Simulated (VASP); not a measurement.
# Al8GeP7 (a cell with a defect): single point with PBEsol

System: Al8GeP7 (a cell with a defect).

```xyz
16
Lattice="7.7233 0.0000 0.0000 0.0000 6.6886 0.0000 0.0000 0.0000 6.3380" Properties=species:S:1:pos:R:3 pbc="T T T"
Al    0.0177    2.2049    0.0079
Al    3.8249    2.2177    0.0160
Al    1.9280    5.5506    6.3349
Al    5.8083    5.5869    6.3221
Al    1.9393    1.1216    3.1870
Al    7.7044    4.4790    3.2058
Al    5.7898    1.1040    3.1689
Al    3.8819    4.4875    3.1598
P     0.0116    2.2330    2.3584
P     1.9359    5.5915    2.3510
P     5.7803    5.5925    2.3832
P     1.8953    1.0892    5.5388
P     0.0008    4.4417    5.5406
P     5.7472    1.1024    5.5399
P     3.8663    4.4819    5.5058
Ge    3.8543    2.1893    2.3560
```

* Program: VASP 6.6.1
* Task: single point
* Functional: PBEsol
* Potentials or basis: VASP PAW PBE potentials, release 64 (Al, P, Ge_d)
* Cutoff: 520 eV
* k mesh: 2 × 2 × 2, shifted
* Occupations: fermi-dirac, width 0.05 eV
* Spin: collinear spin
* Starting moments: [0.0, 0.2, 0.0, 0.0, 0.2, 0.0, 0.2, 0.2, 0.0, 0.0, 0.0, 0.0, 0.0, 0.0, 0.0, 0.2] μB

```yaml
Pressure: 1.9 GPa
Largest_force: 0.927 eV/Å
Net_moment: 0.02 μB per cell
Valence_electrons_inside_the_program's_atomic_spheres: Al 0.78, 0.80, 0.81, 0.77 (each value once); P 2.57, 2.59, 2.58 (each value once); Ge 12.62
```

Forces on the atoms (eV/Å):
```
Al  -0.502 -0.031 -0.127
Al  -0.003  0.214 -0.902
Al   0.085  0.085 -0.078
Al  -0.167 -0.161  0.206
Al  -0.709 -0.336  0.313
Al   0.224 -0.176 -0.422
Al   0.671  0.007  0.458
Al  -0.301  0.117  0.194
P   -0.139  0.175  0.245
P   -0.247 -0.202  0.182
P    0.378 -0.147 -0.430
P    0.135 -0.122 -0.089
P   -0.025 -0.036  0.220
P    0.474  0.204 -0.075
P    0.028 -0.159  0.259
Ge   0.098  0.570  0.047
```

Stress tensor (GPa, compression positive):
```
 1.57 -0.17 -0.19
-0.17  0.85 -0.20
-0.19 -0.20  3.21
```

Levels at points of the mesh, in eV from the Fermi level:
Spin up:
| k point | band 35 | band 36 | band 37 | band 38 | band 39 | band 40 |
| --- | --- | --- | --- | --- | --- | --- |
| (0.25, 0.25, 0.25) | -0.44 | -0.22 | -0.01 | 2.47 | 2.83 | 2.98 |
Spin down:
| k point | band 33 | band 34 | band 35 | band 36 | band 37 | band 38 | band 39 | band 40 | band 41 | band 42 |
| --- | --- | --- | --- | --- | --- | --- | --- | --- | --- | --- |
| (0.25, 0.25, 0.25) | -1.03 | -0.89 | -0.44 | -0.22 | -0.01 | 2.48 | 2.83 | 2.98 | 3.24 | 3.38 |

It took 12 min on 1 thread of Intel Xeon 8259CL, on a shared host, peak memory 0.52 GiB.

Caveat: the k points lie up to 0.50 Å⁻¹ apart; the PAW data sets were made with another functional, which shifts forces and pressure a little.
